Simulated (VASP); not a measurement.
Set up this calculation in VASP 6.6.1, as the native input.

| Item | Value |
| --- | --- |
| Task | single point |
| Functional | PBE |
| Potentials or basis | VASP PAW PBE potentials, release 64 (Mg, O) |
| Cutoff | 520 eV |
| k mesh | 9 × 9 × 6 |
| Occupations | gaussian, width 0.05 eV |
| Spin | no spin polarisation |
| Dipole correction | no |
| Further INCAR settings | ALGO = Normal; EDIFF = 1e-07; NBANDS = 16 |

The structure of MgO lies in POSCAR:

```
MgO
1.0
    3.4837478153      0.0000000000      0.0000000000
   -1.7418739077      3.0170141084      0.0000000000
    0.0000000000      0.0000000000      4.2620170773
Mg O
2 2
Direct
    0.6666666667      0.3333333333      0.7500000000
    0.3333333333      0.6666666667      0.2500000000
    0.6666666667      0.3333333333      0.2500000000
    0.3333333333      0.6666666667      0.7500000000
```

This cell differs from its parent crystal: volume 11.199 Å^3 an atom, c/a of the conventional cell 1.2234.

These files were run (other wordings do the same):

INCAR

```
PREC     = Accurate       # precision mode
ENCUT    = 520            # plane-wave cutoff, eV
EDIFF    = 1E-7           # SCF threshold, eV
ISMEAR   = 0              # smearing method
SIGMA    = 0.05           # smearing width, eV
LREAL    = F              # projectors in reciprocal space
LASPH    = T              # aspherical terms in the spheres
NELM     = 60             # most SCF steps
ALGO     = Normal         # electronic algorithm
ISIF     = 2              # what is computed and relaxed
LWAVE    = F              # write WAVECAR
LCHARG   = F              # write CHGCAR
GGA      = PE             # functional
NBANDS   = 16             # bands
```

KPOINTS

```
regular mesh
0
Gamma
  9 9 6
```

Potentials or basis: VASP PAW PBE potentials, release 64 (Mg, O).

The run is started by

```console
$ cat potpaw_PBE.64/Mg/POTCAR potpaw_PBE.64/O/POTCAR > POTCAR
$ mpirun -np 1 vasp_std > vasp.out
```

Results of the run:

```yaml
Pressure: 1.5 GPa
Band_gap_on_the_k_mesh: 3.32 eV, direct
```

Run time: 36 s on 1 thread of Intel(R) Xeon(R) 6975P-C (Granite Rapids), with other jobs on the host, peak memory 0.18 GiB.
